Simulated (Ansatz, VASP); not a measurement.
Two plane-wave programs on Sn2Br

```
Sn Br
1.0
     0.00000    4.34093    4.34093
     4.34093    0.00000    4.34093
     4.34093    4.34093    0.00000
Sn Br
4 2
Direct
  0.62500 0.62500 0.62500
  0.12500 0.62500 0.62500
  0.62500 0.62500 0.12500
  0.62500 0.12500 0.62500
  0.00000 0.00000 0.00000
  0.25000 0.25000 0.25000
```

Alike in both runs: task relaxation of cell and atoms; functional PBE; k mesh 4 × 4 × 4; occupations gaussian, width 0.1 eV; no spin polarisation.

|  | VASP | Ansatz |
| --- | --- | --- |
| version | VASP 6.6.1 | Ansatz 0.2.0 |
| potentials or method | VASP PAW PBE potentials, release 64 (Sn_d, Br), cutoff 600 eV | scalar-relativistic, plane waves, PAW |
| valence electrons in the cell | 70 | 70 |

Ansatz gave:

* gap on the k mesh at the Fermi level, each at its own relaxed structure (eV): none
* relaxed volume (Å³/atom): 30.16
* relaxed cell length with the largest relative difference (Å): 6.349

Question: What did VASP give for the same quantities?

Answer: gap on the k mesh at the Fermi level, each at its own relaxed structure (eV): none; relaxed volume (Å³/atom): 29.91; relaxed cell length with the largest relative difference (Å): 6.332.

A gap of «none» marks a metal or a gap that the smearing closes.
